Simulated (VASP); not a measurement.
# Co (P-3m1) in VASP: single point with PBEsol

Aim: the single point of Co with PBEsol.

Program: VASP 6.6.1. These are calculated values, not measurements. Logs are shortened: lines on timing, memory, paths and dates and some standing lists are left out, and cuts for length are marked.

## (1) The cell of the first run

It takes space group P-3m1 (No. 164, trigonal). Conventional cell: a = 2.487 Å, b = 2.487 Å, c = 4.023 Å, α = 90.00°, β = 90.00°, γ = 120.00°. Within 3.1 Å of Co (site symmetry 3m) lie 12 Co at 2.37 to 2.58 Å.

## (2) Single point, PBEsol, collinear spin, ferromagnetic start (last atom moved by 0.05 Å along z, cell strained by -1.0% along z)

The input, INCAR:

```
GGA      = PS             # functional
ISPIN    = 2              # spin polarisation
MAGMOM   = 2 2            # initial moments
LORBIT   = 11             # projections on sites
ISMEAR   = 1              # smearing method
SIGMA    = 0.05           # smearing width, eV
LWAVE    = F              # write WAVECAR
LCHARG   = F              # write CHGCAR
ISIF     = 2              # what is computed and relaxed
PREC     = Accurate       # precision mode
LASPH    = T              # aspherical terms in the spheres
LREAL    = F              # projectors in reciprocal space
ALGO     = Normal         # electronic algorithm
EDIFF    = 1E-8           # SCF threshold, eV
NELM     = 200            # most SCF steps
GGA_COMPAT= F            
ENCUT    = 710            # plane-wave cutoff, eV
LMAXMIX  = 4              # l up to which the mixer works
KPAR     = 8            
NBANDS   = 32             # bands
ADDGRID  = F
```

The input, KPOINTS:

```
Automatic mesh
0
Gamma
  24 24 13
  0 0 0
```

The input, POSCAR:

```
Co
1.0
    2.4873648738      0.0000000000      0.0000000000
   -1.2436824369      2.1541211692      0.0000000000
    0.0000000000      0.0000000000      4.0226566084
Co
2
Direct
    0.3333333300      0.6666666700      0.7401390000
    0.6666666700      0.3333333300      0.2721663000
```

Potentials or basis: VASP PAW PBE potentials, release 64 (Co).

Launch:

```sh
$ cat potpaw_PBE.64/Co/POTCAR > POTCAR
$ mpirun -np 8 vasp_std > vasp.out
```

OUTCAR:

```text
GGA = PS
   ISPIN = 2
   LORBIT = 11
   ISMEAR = 1
   ISIF = 2
   PREC = Accurate
   LASPH = T
   LREAL = F
   EDIFF = 1E-8
   NELM = 200
   ENCUT = 710

 ion  position               nearest neighbor table
   1  0.333  0.667  0.740-   2 2.37   2 2.37   2 2.37   2 2.58   2 2.58   2 2.58
   2  0.667  0.333  0.272-   1 2.37   1 2.37   1 2.37   1 2.58   1 2.58   1 2.58

  LATTYP: Found a hexagonal cell.
 ALAT       =     2.4873648738
 C/A-ratio  =     1.6172362369

  Lattice vectors:

 A1 = (   2.4873648738,   0.0000000000,   0.0000000000)
 A2 = (  -1.2436824369,   2.1541211692,   0.0000000000)
 A3 = (   0.0000000000,   0.0000000000,   4.0226566084)

Analysis of symmetry for initial positions (statically):
=====================================================================
 Subroutine PRICEL returns:
 Original cell was already a primitive cell.

 Routine SETGRP: Setting up the symmetry group for a
 hexagonal supercell.

 Subroutine GETGRP returns: Found 12 space group operations
 (whereof  6 operations were pure point group operations)
 out of a pool of 24 trial point group operations.

The static configuration has the point symmetry C_3v.
 The point group associated with its full space group is D_3d.

Analysis of symmetry for dynamics (positions and initial velocities):
=====================================================================
 Subroutine PRICEL returns:
 Original cell was already a primitive cell.

 Routine SETGRP: Setting up the symmetry group for a
 hexagonal supercell.

 Subroutine GETGRP returns: Found 12 space group operations
 (whereof  6 operations were pure point group operations)
 out of a pool of 24 trial point group operations.

The dynamic configuration has the point symmetry C_3v.
 The point group associated with its full space group is D_3d.

Analysis of structural, dynamic, and magnetic symmetry:
=====================================================================
 Subroutine PRICEL returns:
 Original cell was already a primitive cell.

 Routine SETGRP: Setting up the symmetry group for a
 hexagonal supercell.

 Subroutine GETGRP returns: Found 12 space group operations
 (whereof  6 operations were pure point group operations)
 out of a pool of 24 trial point group operations.

The overall configuration has the point symmetry C_3v.
 The point group associated with its full space group is D_3d.

 Subroutine INISYM returns: Found 12 space group operations
 (whereof  6 operations are pure point group operations),
 and found     1 'primitive' translations

----------------------------------------------------------------------------------------

                                     Primitive cell

  volume of cell :      21.5537
[... 119 lines left out ...]
   IVDW    =     0    specifies the selected vdW correction
   LEPSILON=     F    determine dielectric tensor
   LRPA    =     F    only Hartree local field effects (RPA)

   CSHIFT  =0.1000    complex shift for real part using Kramers Kronig

   OMEGAMAX=  -1.0    maximum frequency
 spin polarized calculation
 Methfessel and Paxton  Order N= 1 SIGMA  =   0.05
  energy-cutoff  :      710.00
  volume of cell :       21.55
 maximum number of plane-waves:       954
 NGX is ok and might be reduce to    24
   NGX = 11   NGY = 11   NGZ = 17

 number of electron      18.0000006 magnetization       3.2259417

 Free energy of the ion-electron system (eV)
  ---------------------------------------------------
  ext. energy  EPLUGINS =         0.00000000
  ---------------------------------------------------
  free energy    TOTEN  =       -15.39325985 eV

  energy without entropy =      -15.39321975  energy(sigma->0) =      -15.39324648

 E-fermi :  10.2059     XC(G=0): -13.6076

 val. band max:       10.2052511835   @ k =   0.2083   0.1250   0.1538
 cond. band min:      10.2067400803   @ k =   0.1667   0.1667   0.3077
 fundamental gap:      0.0014888968
 Fermi energy:        10.2059041995

 spin component 1

 k-point     1 :       0.0000    0.0000    0.0000
  band No.  band energies     occupation
      1       1.1542      1.00000
      2       4.9430      1.00000
      3       7.5268      1.00000
      4       7.5268      1.00000
      5       7.5609      1.00000
      6       7.8127      1.00000
[... 565 lines left out ...]
     20      34.7106      0.00000
     21      38.2991      0.00000

 [... further k-points ...]

 spin component 2

 k-point     1 :       0.0000    0.0000    0.0000
  band No.  band energies     occupation
      1       1.2175      1.00000
      2       5.8993      1.00000
      3       9.1105      1.00000
      4       9.1593      1.00000
      5       9.1593      1.00000
      6       9.4361      1.00000
[... 565 lines left out ...]
     20      35.0396      0.00000
     21      38.5869      0.00000

 [... further k-points ...]

 [bands above 21 left out]

------------------------ aborting loop because EDIFF is reached ----------------------------------------

  FORCE on cell =-STRESS in cart. coord.  units (eV):
  Direction    XX          YY          ZZ          XY          YZ          ZX
  --------------------------------------------------------------------------------------
  -------------------------------------------------------------------------------------
  Total       -1.0098255     -1.0098255     -0.7064097      0.0000000      0.0000000      0.0000000
  in kB      -75.0644557    -75.0644557    -52.5103154      0.0000000      0.0000000      0.0000000
  external PRESSURE =     -67.5464090 kB  Pullay stress =       0.0000000 kB

 VOLUME and BASIS-vectors are now :
 -----------------------------------------------------------------------------
  energy-cutoff  :      710.00
  volume of cell :       21.55
      direct lattice vectors                 reciprocal lattice vectors
     2.487364874  0.000000000  0.000000000     0.402031889  0.232113220  0.000000000
    -1.243682437  2.154121169  0.000000000     0.000000000  0.464226439  0.000000000
     0.000000000  0.000000000  4.022656608     0.000000000  0.000000000  0.248591937

 POSITION                                       TOTAL-FORCE (eV/Angst)
 -----------------------------------------------------------------------------------
     -0.00000      1.43608      2.97733         0.000000      0.000000      0.902698
      1.24368      0.71804      1.09483        -0.000000     -0.000000     -0.902698
 -----------------------------------------------------------------------------------
    total drift:                               -0.000000      0.000000     -0.000005

  FREE ENERGIE OF THE ION-ELECTRON SYSTEM (eV)
  ---------------------------------------------------
  free  energy   TOTEN  =       -15.3932598483 eV

  energy  without entropy=      -15.3932197521  energy(sigma->0) =      -15.39324648

 total charge

# of ion       s       p       d       tot
------------------------------------------
    1        0.496   0.537   7.269   8.302
    2        0.496   0.537   7.269   8.302
--------------------------------------------------
tot          0.993   1.073  14.539  16.605

 magnetization (x)

# of ion       s       p       d       tot
------------------------------------------
    1       -0.014  -0.051   1.691   1.625
    2       -0.014  -0.051   1.691   1.625
--------------------------------------------------
tot         -0.029  -0.103   3.381   3.250
```

OSZICAR:

```text
N       E                     dE             d eps       ncg     rms          rms(c)
DAV:   1     0.117403362682E+03    0.11740E+03   -0.82683E+03104176   0.939E+02
DAV:   2    -0.611615583366E+01   -0.12352E+03   -0.10686E+03 91944   0.208E+02
DAV:   3    -0.176427876286E+02   -0.11527E+02   -0.10675E+02108864   0.589E+01
DAV:   4    -0.178540349231E+02   -0.21125E+00   -0.21009E+00119416   0.772E+00
DAV:   5    -0.178576083676E+02   -0.35734E-02   -0.35717E-02100216   0.103E+00    0.161E+01
DAV:   6    -0.158957578415E+02    0.19619E+01   -0.36751E+00122264   0.378E+01    0.695E+00
DAV:   7    -0.154374864619E+02    0.45827E+00   -0.63087E-01116240   0.129E+01    0.393E+00
DAV:   8    -0.154107618270E+02    0.26725E-01   -0.13388E-02121648   0.825E-01    0.170E+00
DAV:   9    -0.153946756765E+02    0.16086E-01   -0.15205E-03161304   0.591E-01    0.467E-01
DAV:  10    -0.153932802293E+02    0.13954E-02   -0.42921E-04127704   0.197E-01    0.583E-02
DAV:  11    -0.153932640045E+02    0.16225E-04   -0.34727E-05113904   0.370E-02    0.344E-02
DAV:  12    -0.153932624319E+02    0.15726E-05   -0.24640E-06121768   0.121E-02    0.189E-02
DAV:  13    -0.153932596806E+02    0.27513E-05   -0.89012E-07139944   0.666E-03    0.703E-03
DAV:  14    -0.153932597444E+02   -0.63736E-07   -0.31941E-07130968   0.386E-03    0.136E-03
DAV:  15    -0.153932598090E+02   -0.64631E-07   -0.35140E-08107872   0.114E-03    0.809E-04
DAV:  16    -0.153932598453E+02   -0.36263E-07   -0.54168E-10 73528   0.173E-04    0.271E-04
DAV:  17    -0.153932598483E+02   -0.29981E-08   -0.19497E-10 62552   0.108E-04
   1 F= -.15393260E+02 E0= -.15393246E+02  d E =-.400961E-04  mag=     3.2259
```

stdout:

```text
POSCAR found type information on POSCAR Co
 POSCAR found :  1 types and       2 ions
 scaLAPACK will be used
 -----------------------------------------------------------------------------
|                                                                             |
|           W    W    AA    RRRRR   N    N  II  N    N   GGGG   !!!           |
|           W    W   A  A   R    R  NN   N  II  NN   N  G    G  !!!           |
[... 21 lines left out ...]
 -----------------------------------------------------------------------------

 LDA part: xc-table for (Slater+PW92), standard interpolation
 POSCAR, INCAR and KPOINTS ok, starting setup
 FFT: planning ... GRIDC
 FFT: planning ... GRID_SOFT
 FFT: planning ... GRID
 WAVECAR not read
 entering main loop
```

It took 3 min on 8 MPI ranks of Intel Xeon Platinum 8488C (Sapphire Rapids), shared host; peak memory 0.98 GiB.

Results:

- Free energy: -15.3933 eV
- Pressure: -6.8 GPa
- Largest force: 0.903 eV/Å
- Net moment: 3.23 μB per cell
- Site moments: Co +1.62 μB
- Valence electrons inside the program's atomic spheres: Co 8.30

Forces on the atoms (eV/Å):
```
Co   0.000  0.000  0.903
Co   0.000  0.000 -0.903
```

Caveat: the cell differs from its parent crystal (last atom moved by 0.05 Å along z, cell strained by -1.0% along z); the cell stands under tension; the PAW data sets were made with another functional, which shifts forces and pressure a little.
